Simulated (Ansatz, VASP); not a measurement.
H14SO6 in VASP and in Ansatz

```xyz
21
Lattice="6.2145 0.0000 0.0000 0.0000 6.2145 0.0000 0.0000 0.0000 6.2145" Properties=species:S:1:pos:R:3 pbc="T T T"
O     5.6644    1.3537    0.7524
O     4.7903    4.3074    6.0229
O     0.8211    3.6953    2.7099
O     2.3904    2.9311    5.7744
O     0.6527    1.2635    4.2810
O     1.3984    5.5108    0.6091
H     5.9316    2.2453    1.0550
H     5.0215    1.0306    1.4278
H     4.2643    5.1293    5.9651
H     4.0921    3.6217    5.8765
H     1.7362    3.9819    2.9051
H     0.7346    2.8412    3.1863
H     1.8506    3.7490    5.7144
H     1.8985    2.2680    5.2362
H    -0.0543    1.2271    4.9632
H     0.9399    0.3361    4.1696
H     0.7857    6.2855    0.6653
H     0.9199    4.8092    1.1021
H     2.7933    5.8156    1.7463
H     4.4232    4.8894    2.4110
S     3.6599    5.9337    2.8287
```

Alike in both runs: functional PBE; dispersion D3(BJ); k mesh 1 × 1 × 1; occupations fermi-dirac, width 0.05 eV; no spin polarisation.

Ansatz relaxed the structure, and its values are those at the end. VASP's run is a single point on that final structure, the one shown.

```csv
,VASP,Ansatz
version,VASP 6.6.1,Ansatz 0.2.0
potentials or method,"VASP PAW PBE potentials, release 64 (O, H, S), cutoff 520 eV","scalar-relativistic, plane waves, PAW"
valence electrons in the cell,56,56
```

|  | VASP | Ansatz | Ansatz less VASP |
| --- | --- | --- | --- |
| rms of the force components (eV/Å) | 0.086 | 0.109 | +0.0229 |
